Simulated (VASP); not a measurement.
Runs of VASP 6.6.1 on S. The structure is that of space group Im-3m (No. 229), or close to it. The cells are those of the table. 

```csv
task,cell,smearing,k mesh for the DOS,occupations for the DOS,gap on the mesh (eV),pressure (GPa)
single point,"a = 2.251 Å, angles 109.5°, 1 atom",methfessel-paxton 0.15 eV,-,-,none,142.7
single point,"a = 2.577 Å, angles 109.5°, 1 atom",fermi-dirac 0.08 eV,-,-,none,13.5
single point,"a = 2.478 Å, angles 109.5°, 1 atom",fermi-dirac 0.08 eV,-,-,none,36.3
single point,"a = 2.370 Å, angles 109.5°, 1 atom",fermi-dirac 0.08 eV,-,-,none,75.7
single point,"a = 1.967 Å, angles 109.5°, 1 atom",fermi-dirac 0.08 eV,-,-,none,506.6
single point,"a = 2.669 Å, angles 109.5°, 1 atom",fermi-dirac 0.08 eV,-,-,none,(b)
single point,"a = 2.251 Å, angles 109.5°, 1 atom",fermi-dirac 0.08 eV,-,-,none,(a)
single point,"a = 2.370 Å, angles 109.5°, 1 atom",fermi-dirac 0.05 eV,-,-,none,75.7
```

Alike in all rows: level LDA; potentials or basis VASP PAW LDA potentials, release 64 (S); no spin polarisation; k mesh 16 × 16 × 16; cutoff (eV) 520.

Task: Fill in the values left out.

Result: (a) 142.8; (b) 0.0.

A gap of «none» marks levels without a gap at the run's occupations.
